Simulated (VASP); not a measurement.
Here is a VASP 6.6.1 calculation.

The input INCAR:

```
SYSTEM = Bi2TeO3
PREC     = Accurate       ! precision mode
ENCUT    = 520            ! plane-wave cutoff, eV
EDIFF    = 1E-6           ! SCF threshold, eV
ISMEAR   = 0              ! smearing method
SIGMA    = 0.1            ! smearing width, eV
LREAL    = .False.        ! projectors in reciprocal space
LASPH    = .True.         ! aspherical terms in the spheres
NELM     = 60             ! most SCF steps
ALGO     = Normal         ! electronic algorithm
ISIF     = 2              ! what is computed and relaxed
LWAVE    = .False.        ! write WAVECAR
LCHARG   = .False.        ! write CHGCAR
GGA      = PE             ! functional
NBANDS   = 36             ! bands
```

File KPOINTS:

```
regular mesh
0
Gamma
  3 3 6
  0 0 0
```

The input POSCAR:

```
Bi2TeO3
1.0
    6.0192916500      0.0000000000      0.0000000000
   -3.0096458300      5.2128594800      0.0000000000
    0.0000000000      0.0000000000      3.5921396600
Bi Te O
2 1 3
Direct
    0.3333333300      0.6666666700      0.0000000000
    0.6666666700      0.3333333300      0.0000000000
    0.0000000000      0.0000000000      0.0000000000
    0.5000000000      0.0000000000      0.5000000000
    0.5000000000      0.5000000000      0.5000000000
    0.0000000000      0.5000000000      0.5000000000
```

Potentials or basis: VASP PAW PBE potentials, release 64 (Bi_d, Te, O).

Command:

```console
$ cat potpaw_PBE.64/Bi_d/POTCAR potpaw_PBE.64/Te/POTCAR potpaw_PBE.64/O/POTCAR > POTCAR
$ mpirun -np 1 vasp_std > vasp.out
```

Problem. Predict the pressure.

Solution. -5.0 GPa.

Problem. Predict the band gap on the k mesh.

Solution. Zero (bands 27 and 28 overlap by 0.64 eV).

Stress tensor (GPa, compression positive):
```
  2.40   0.00   0.00
  0.00   2.40   0.00
  0.00   0.00 -19.81
```

Caveat: the k points lie up to 0.40 Å⁻¹ apart, too coarse for converged energies and pressures of a metal; spin-orbit coupling is left out, which moves the levels of the heavy elements.
